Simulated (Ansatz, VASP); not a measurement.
**Two plane-wave programs on HfC5**

INCAR

```
SYSTEM = HfC5
PREC = Accurate ; ENCUT = 600
EDIFF = 1E-6 ; ISMEAR = 0
SIGMA = 0.1 ; LREAL = .FALSE.
LASPH = .TRUE. ; NELM = 100
ALGO = Normal ; ISIF = 3
LWAVE = .FALSE. ; LCHARG = .FALSE.
GGA = PE ; IBRION = 2
NSW = 100 ; EDIFFG = -0.01
```

The input KPOINTS:

```
regular mesh
0
G
  10 10 10
  0 0 0
```

Contents of POSCAR:

```
HfC5
1.0
   -2.2004245669      2.9108437445      3.2140447362
    2.2004245669     -2.9108437445      3.2140447362
    2.2004245669      2.9108437445     -3.2140447362
Hf C
1 5
Direct
    0.5000000000      0.5000000000      0.0000000000
    0.1127582251      0.5000000000      0.6127582251
    0.8872417749      0.5000000000      0.3872417749
    0.2934362006      0.7934362006      0.5000000000
    0.7065637994      0.2065637994      0.5000000000
    0.5000000000      0.0000000000      0.5000000000
```

Input for Ansatz:

```yaml
crystal:
  lattice:
    - [-2.2004245669, 2.9108437445, 3.2140447362]
    - [2.2004245669, -2.9108437445, 3.2140447362]
    - [2.2004245669, 2.9108437445, -3.2140447362]
  atoms:
    - { symbol: Hf, position: [0.5, 0.5, 0.0] }
    - { symbol: C, position: [0.1127582251, 0.5, 0.6127582251] }
    - { symbol: C, position: [0.8872417749, 0.5, 0.3872417749] }
    - { symbol: C, position: [0.2934362006, 0.7934362006, 0.5] }
    - { symbol: C, position: [0.7065637994, 0.2065637994, 0.5] }
    - { symbol: C, position: [0.5, 0.0, 0.5] }
basis:
  ecutwfc: 420
kpoints:
  mp_grid: { grid: [10, 10, 10] }
hamiltonian:
  xc: pbe
scf:
  occupations: { method: gaussian, width: 0.1 }
output:
  forces: true
  stress: true
  eigenvalues: true
relax:
  adjacent_minimum: "off"
  f_tol: 0.01
  max_steps: 80
  cell: { stress_tol: 0.05 }
```

Alike in both runs: task relaxation of cell and atoms; functional PBE; k mesh 10 × 10 × 10; occupations gaussian, width 0.1 eV; no spin polarisation.

|  | VASP | Ansatz |
| --- | --- | --- |
| version | VASP 6.6.1 | Ansatz 0.2.0 |
| potentials or method | VASP PAW PBE potentials, release 64 (Hf_pv, C), cutoff 600 eV | scalar-relativistic, plane waves, PAW |
| valence electrons in the cell | 30 | 46 |

```tsv
	VASP	Ansatz	Ansatz less VASP
gap on the k mesh at the Fermi level, each at its own relaxed structure (eV)	none	none	-
relaxed volume (Å³/atom)	13.66	13.72	+0.061
relaxed length of the cell vector where the two differ most in proportion (Å)	4.856	4.862	+0.0062
```

A gap of «none» marks a metal or a gap that the smearing closes. VASP's potentials hold 30 valence electrons a cell and Ansatz's 46, so a difference there can come from the potentials and not from the codes.

Neither program's run includes spin-orbit coupling.
